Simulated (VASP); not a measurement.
# Pd (Fm-3m) in VASP: notebook

Pd is run at these levels: revPBE, BLYP, RPBE; tasks: single point, relaxation of cell and atoms.

Everything below comes from runs of VASP 6.6.1. Logs are shortened: lines on timing, memory, paths and dates and some standing lists are left out, and cuts for length are marked.

## Step 1: The cell of the first run

Symmetry: Fm-3m, No. 225, cubic system. The conventional cell has a = 3.968 Å, b = 3.968 Å, c = 3.968 Å, α = 90.00°, β = 90.00°, γ = 90.00°. Pd (site symmetry m-3m) has 12 Pd at 2.81 Å within 3.7 Å.

## Step 2: Single point, revPBE

INCAR reads:

```
SYSTEM = Pd
PREC = Accurate ; ENCUT = 520
EDIFF = 1E-7 ; ISMEAR = -1
SIGMA = 0.05 ; LREAL = .FALSE.
LASPH = .TRUE. ; NELM = 100
ALGO = Normal ; ISIF = 2
LWAVE = .FALSE. ; LCHARG = .TRUE.
GGA = RE ; LELF = .TRUE.
LVHAR = .TRUE. ; NBANDS = 11
```

KPOINTS reads:

```
regular mesh
0
G
  12 12 12
  0 0 0
```

POSCAR reads:

```
Pd
1.0
    0.0000000000      1.9840889971      1.9840889971
    1.9840889971      0.0000000000      1.9840889971
    1.9840889971      1.9840889971      0.0000000000
Pd
1
Direct
    0.0000000000      0.0000000000      0.0000000000
```

Potentials or basis: VASP PAW PBE potentials, release 64 (Pd).

The run is started by

```sh
$ cat potpaw_PBE.64/Pd/POTCAR > POTCAR
$ mpirun -np 1 vasp_std > vasp.out
```

OUTCAR:

```text
SYSTEM = Pd
   PREC = Accurate
   ENCUT = 520
   EDIFF = 1E-7
   ISMEAR = -1
   LREAL = .FALSE.
   LASPH = .TRUE.
   NELM = 100
   ISIF = 2
   GGA = RE

 ion  position               nearest neighbor table
   1  0.000  0.000  0.000-

  LATTYP: Found a face centered cubic cell.
 ALAT       =     3.9681779942

  Lattice vectors:

 A1 = (   0.0000000000,   1.9840889971,   1.9840889971)
 A2 = (   1.9840889971,   0.0000000000,   1.9840889971)
 A3 = (   1.9840889971,   1.9840889971,   0.0000000000)

Analysis of symmetry for initial positions (statically):
[... 33 lines left out ...]
                                     Primitive cell

  volume of cell :      15.6212

  direct lattice vectors                    reciprocal lattice vectors
     0.000000000  1.984088997  1.984088997    -0.252004825  0.252004825  0.252004825
     1.984088997  0.000000000  1.984088997     0.252004825 -0.252004825  0.252004825
     1.984088997  1.984088997  0.000000000     0.252004825  0.252004825 -0.252004825

  length of vectors
     2.805925569  2.805925569  2.805925569     0.436485160  0.436485160  0.436485160

  position of ions in fractional coordinates (direct lattice)
     0.000000000  0.000000000  0.000000000

  ion indices of the primitive-cell ions
   primitive index   ion index
                 1           1

----------------------------------------------------------------------------------------

 KPOINTS: regular mesh

Automatic generation of k-mesh.
 Grid dimensions read from file:
 generate k-points for:   12   12   12

 Generating k-lattice:

  Cartesian coordinates                     Fractional coordinates (reciprocal lattice)
    -0.021000402  0.021000402  0.021000402     0.083333333  0.000000000  0.000000000
     0.021000402 -0.021000402  0.021000402     0.000000000  0.083333333  0.000000000
     0.021000402  0.021000402 -0.021000402     0.000000000  0.000000000  0.083333333

  Length of vectors
     0.036373763  0.036373763  0.036373763

  Shift w.r.t. Gamma in fractional coordinates (k-lattice)
     0.000000000  0.000000000  0.000000000

 Subroutine IBZKPT returns following result:
 ===========================================

 Found     72 irreducible k-points:

 Following reciprocal coordinates:
            Coordinates               Weight
  0.000000  0.000000  0.000000      1.000000
  0.083333  0.000000  0.000000      8.000000
  0.166667  0.000000  0.000000      8.000000
  0.250000  0.000000  0.000000      8.000000
  0.333333  0.000000  0.000000      8.000000
[... 37 lines left out ...]
   NELM   =    100;   NELMIN=  2; NELMDL= -5     # of ELM steps
   EDIFF  = 0.1E-06   stopping-criterion for ELM
   LREAL  =      F    real-space projection
   EDIFFG = 0.1E-05   stopping-criterion for IOM
   NSW    =      0    number of steps for IOM
   IBRION =     -1    ionic relax: 0-MD 1-quasi-New 2-CG
   NFREE  =      0    steps in history (QN), initial steepest desc. (CG)
   ISIF   =      2    stress and relaxation
   ISYM   =      2    0-nonsym 1-usesym 2-fastsym
   POTIM  = 0.5000    time-step for ionic-motion
   TEBEG  =    0.0;   TEEND  =   0.0 temperature during run
   PSTRESS=    0.0 pullay stress
   NELECT =      10.0000    total number of electrons
   NUPDOWN=      -1.0000    fix difference up-down
   EMIN   =  10.00;   EMAX   =-10.00  energy-range for DOS
   EFERMI =   0.00;   METHOD = LEGACY
   ISMEAR =    -1;   SIGMA  =   0.05  broadening in eV -4-tet -1-fermi 0-gaus
   EFERMI_NEDOS =   21; number of points for ismear=-14 and -15
   IALGO  =     38    algorithm
   IMIX   =      4    mixing-type and parameters
     AMIX     =   0.40;   BMIX     =  1.00
     AMIX_MAG =   1.60;   BMIX_MAG =  1.00
  volume/ion in A,a.u.               =      15.62       105.42
  Fermi-wavevector in a.u.,A,eV,Ry     =   1.410924  2.666260 27.085215  1.990707
  Thomas-Fermi vector in A             =   2.532828
   LORBIT       =      0    0 simple, 1 ext, 2 COOP (PROOUT), +10 PAW based schemes
   GGA     = RE    functional components
   LHFCALC =     F    Hartree Fock is set to
   AEXX    =    0.0000 exact exchange contribution
   IVDW    =     0    specifies the selected vdW correction
   LEPSILON=     F    determine dielectric tensor
   LRPA    =     F    only Hartree local field effects (RPA)
 non-spin polarized calculation
  energy-cutoff  :      520.00
  volume of cell :       15.62
 maximum number of plane-waves:       444
 NGX is ok and might be reduce to    24
   NGX = 11   NGY = 11   NGZ = 11

 number of electron      10.0000001 magnetization

 Free energy of the ion-electron system (eV)
  ---------------------------------------------------
  ext. energy  EPLUGINS =         0.00000000
  ---------------------------------------------------
  free energy    TOTEN  =        -4.75783220 eV

  energy without entropy =       -4.73686491  energy(sigma->0) =       -4.74734856

 E-fermi :   8.8896     XC(G=0): -12.7517

 val. band max:        8.8887918252   @ k =   0.5000   0.0833   0.0000
 cond. band min:       8.8896381423   @ k =   0.5000   0.4167   0.0833
 fundamental gap:      0.0008463171
 Fermi energy:         8.8895882396

 k-point     1 :       0.0000    0.0000    0.0000
  band No.  band energies     occupation
      1       2.2505      2.00000
      2       6.3294      2.00000
      3       6.3294      2.00000
      4       6.3294      2.00000
      5       7.7885      2.00000
      6       7.7885      2.00000
      7      26.0686      0.00000
      8      30.5440      0.00000
      9      30.5440      0.00000
     10      30.5440      0.00000
     11      35.2571      0.00000
[... 309 lines left out ...]
 k-point    24 :      -0.4167    0.1667    0.0000
  band No.  band energies     occupation
      1       4.6345      2.00000
      2       5.9066      2.00000
      3       6.7797      2.00000
      4       7.1828      2.00000
      5       8.6768      1.97201
      6      12.4467      0.00000
      7      16.1271      0.00000
      8      24.3547      0.00000
      9      27.4244      0.00000
     10      28.2203      0.00000
     11      35.5062      0.00000

 [... further k-points ...]
[... 5 lines left out ...]
  --------------------------------------------------------------------------------------
  -------------------------------------------------------------------------------------
  Total       -0.0222710     -0.0222710     -0.0222710      0.0000000      0.0000000      0.0000000
  in kB       -2.2842137     -2.2842137     -2.2842137      0.0000000      0.0000000      0.0000000
  external PRESSURE =      -2.2842137 kB  Pullay stress =       0.0000000 kB

 VOLUME and BASIS-vectors are now :
 -----------------------------------------------------------------------------
  energy-cutoff  :      520.00
  volume of cell :       15.62
      direct lattice vectors                 reciprocal lattice vectors
     0.000000000  1.984088997  1.984088997    -0.252004825  0.252004825  0.252004825
     1.984088997  0.000000000  1.984088997     0.252004825 -0.252004825  0.252004825
     1.984088997  1.984088997  0.000000000     0.252004825  0.252004825 -0.252004825

 POSITION                                       TOTAL-FORCE (eV/Angst)
 -----------------------------------------------------------------------------------
      0.00000      0.00000      0.00000         0.000000     -0.000000     -0.000000
 -----------------------------------------------------------------------------------
    total drift:                               -0.000000     -0.000000     -0.000000

  FREE ENERGIE OF THE ION-ELECTRON SYSTEM (eV)
  ---------------------------------------------------
  free  energy   TOTEN  =        -4.7578322040 eV

  energy  without entropy=       -4.7368649078  energy(sigma->0) =       -4.74734856
```

stdout:

```text
POSCAR found type information on POSCAR Pd
 POSCAR found :  1 types and       1 ions
 scaLAPACK will be used
 -----------------------------------------------------------------------------
|                                                                             |
|                                                                             |
|     You enforced a specific xc type in the INCAR file but a different       |
|     I HOPE YOU KNOW WHAT YOU ARE DOING!                                     |
|                                                                             |
 -----------------------------------------------------------------------------

 LDA part: xc-table for (Slater+PW92), standard interpolation
 POSCAR, INCAR and KPOINTS ok, starting setup
 FFT: planning ... GRIDC
 FFT: planning ... GRID_SOFT
 FFT: planning ... GRID
 WAVECAR not read
 entering main loop
```

Run time: 13 s. Hardware: 1 thread of AMD EPYC 7R13 (Zen 3), shared host; peak memory 0.11 GiB.

What came out:

```
Free energy            : -4.7578 eV
Pressure               : -0.2 GPa
Band gap on the k mesh : zero (band 5 reaches 9.17 eV, above the bottom of band 6 at 7.73 eV)
```

Caveat: the PAW data sets were made with another functional, which shifts forces and pressure a little.

## Step 3: Single point, BLYP

This run uses another cell than the first one, of 16.31 Å³/atom, 1.044 times its volume.

INCAR reads:

```
SYSTEM = Pd
PREC = Accurate
ENCUT = 520
EDIFF = 1E-7
ISMEAR = -1
SIGMA = 0.05
LREAL = .FALSE.
LASPH = .TRUE.
NELM = 60
ALGO = Normal
ISIF = 2
LWAVE = .FALSE.
LCHARG = .FALSE.
GGA = B5
ALDAX = 1.0
AGGAX = 1.0
AGGAC = 1.0
ALDAC = 0.0
NBANDS = 11
```

KPOINTS is that of step 2.

POSCAR reads:

```
Pd
1.0
    0.0000000000      2.0127980884      2.0127980884
    2.0127980884      0.0000000000      2.0127980884
    2.0127980884      2.0127980884      0.0000000000
Pd
1
Direct
    0.0000000000      0.0000000000      0.0000000000
```

Potentials or basis: VASP PAW PBE potentials, release 64 (Pd).

The run is started by

```sh
$ cat potpaw_PBE.64/Pd/POTCAR > POTCAR
$ mpirun -np 1 vasp_std > vasp.out
```

Wall time 17 s (1 thread of AMD EPYC 7R13 (Zen 3), shared host); peak memory 0.12 GiB.

It converged, with:

| Property | Result |
| --- | --- |
| Free energy | -4.3915 eV |
| Pressure | 0.3 GPa |
| Band gap on the k mesh | zero (band 5 reaches 8.90 eV, above the bottom of band 6 at 7.55 eV) |

Levels at points of the mesh, in eV from the Fermi level:
```tsv
k point	band 3	band 4	band 5	band 6	band 7	band 8
(0.00, 0.00, 0.00)	-2.40	-2.40	-1.05	-1.05	17.45	21.46
(0.50, 0.00, 0.00)	-2.44	-0.02	-0.02	1.51	6.61	16.82
(0.50, 0.50, 0.00)	-0.05	0.26	0.26	3.57	9.86	12.76
```

Caveat: the PAW data sets were made with another functional, which shifts forces and pressure a little.

## Step 4: Relaxation of cell and atoms, RPBE

This run uses another cell than the first one, of 14.75 Å³/atom, 0.944 times its volume.

INCAR reads:

```
ALGO     = Fast           # electronic algorithm
EDIFF    = 1E-6           # SCF threshold, eV
EDIFFG   = -0.01          # ionic threshold
ENCUT    = 600            # plane-wave cutoff, eV
GGA      = RP             # functional
IBRION   = 2              # ionic algorithm
ISIF     = 3              # what is computed and relaxed
ISMEAR   = -1             # smearing method
LASPH    = T              # aspherical terms in the spheres
LCHARG   = F              # write CHGCAR
LREAL    = F              # projectors in reciprocal space
LWAVE    = F              # write WAVECAR
NELM     = 100            # most SCF steps
NSW      = 60             # ionic steps
PREC     = Accurate       # precision mode
SIGMA    = 0.05           # smearing width, eV
```

KPOINTS reads:

```
k-points
0
Gamma
  12 12 12
```

POSCAR reads:

```
Pd
1.0
    0.0000000000      1.9465000000      1.9465000000
    1.9465000000      0.0000000000      1.9465000000
    1.9465000000      1.9465000000      0.0000000000
Pd
1
Direct
    0.0000000000      0.0000000000      0.0000000000
```

The run is started by

```sh
$ cat potpaw_PBE.64/Pd/POTCAR > POTCAR
$ mpirun -np 1 vasp_std > vasp.out
```

Run time: 31 s. Hardware: 1 thread of AMD EPYC 7R13 (Zen 3), shared host; peak memory 0.13 GiB.

Results (log left out):

```
Free energy                            : -4.6392 eV
Relaxed volume                         : 15.72 Å³/atom
Relaxed cell                           : a = 2.812 Å, b = 2.812 Å, c = 2.812 Å, α = 60.00°, β = 60.00°, γ = 60.00°
Space group after relaxing (to 0.05 Å) : Fm-3m (No. 225)
Energy gained by relaxing              : 32.0 meV/atom
Ionic steps                            : 4
Pressure after relaxing                : 0.0 GPa
Band gap on the k mesh                 : zero (band 5 reaches 9.09 eV, above the bottom of band 6 at 7.68 eV)
```

Step by step:
| step | energy change (eV) | largest force (eV/Å) | pressure (GPa) | volume (Å³) |
| --- | --- | --- | --- | --- |
| 1 | 0.0000 | 0.0000 | 11.43 | 14.75 |
| 2 | 0.0155 | 0.0000 | -9.93 | 17.11 |
| 3 | -0.0320 | 0.0000 | -0.19 | 15.74 |
| 4 | -0.0320 | 0.0000 | 0.02 | 15.72 |

Final structure:
```cif
data_structure
_symmetry_space_group_name_H-M 'P 1'
_symmetry_Int_Tables_number 1
_cell_length_a 2.8117
_cell_length_b 2.8117
_cell_length_c 2.8117
_cell_angle_alpha 60.000
_cell_angle_beta 60.000
_cell_angle_gamma 60.000
_cell_volume 15.72
loop_
_atom_site_label
_atom_site_type_symbol
_atom_site_fract_x
_atom_site_fract_y
_atom_site_fract_z
_atom_site_occupancy
Pd1 Pd 0.00000 0.00000 0.00000 1
```

Levels at points of the mesh, in eV from the Fermi level:
```
           k point  band 3  band 4  band 5  band 6  band 7  band 8
(0.00, 0.00, 0.00)   -2.53   -2.53   -1.09   -1.09   17.17   21.62
(0.50, 0.00, 0.00)   -2.57   -0.01   -0.01    1.22    6.90   16.52
(0.50, 0.50, 0.00)   -0.04    0.27    0.27    3.43   10.20   12.95
```

Caveat: the PAW data sets were made with another functional, which shifts forces and pressure a little.

## Step 5: The runs side by side

```tsv
task	level	cell	cutoff (eV)	gap on the mesh (eV)	pressure (GPa)
single point	revPBE	a = 2.806 Å, angles 60.0°, 1 atom	520	none	-0.2
single point	BLYP	a = 2.847 Å, angles 60.0°, 1 atom	520	none	0.3
relaxation of cell and atoms	RPBE	relaxed from a = 2.753 Å, angles 60.0°, 1 atom	600	none	0.0
```

Alike in all rows: potentials or basis VASP PAW PBE potentials, release 64 (Pd); no spin polarisation; k mesh 12 × 12 × 12; smearing fermi-dirac 0.05 eV.

Caveats: the PAW data sets were made with another functional, which shifts forces and pressure a little.

Absolute energies hang on the potentials; compare differences alone.
